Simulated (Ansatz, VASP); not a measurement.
## One calculation of C, two programs

```
CELL_PARAMETERS angstrom
0.00000 1.76573 1.76573
1.76573 0.00000 1.76573
1.76573 1.76573 0.00000
ATOMIC_POSITIONS crystal
C 0.50000 0.50000 0.50000
C 0.75000 0.75000 0.75000
```

Change from the starting cell: strained cell.

Alike in both runs: functional PBE; k mesh 12 × 12 × 12; occupations gaussian, width 0.02 eV; no spin polarisation.

Ansatz relaxed the structure, and its values are those at the end. VASP's run is a single point on that final structure, the one shown.

|  | VASP | Ansatz |
| --- | --- | --- |
| version | VASP 6.6.1 | Ansatz 0.2.0 |
| potentials or method | VASP PAW PBE potentials, release 64 (C), cutoff 520 eV | scalar-relativistic, plane waves, PAW |
| valence electrons in the cell | 8 | 8 |

```tsv
	VASP	Ansatz	Ansatz less VASP
gap on the k mesh at the Fermi level (eV)	4.22	4.23	+0.007
least direct gap on the mesh (eV)	5.67	5.67	+0.003
pressure (GPa)	16.4	15.6	-0.80
```

Ansatz's warnings: stress scf threshold loose.
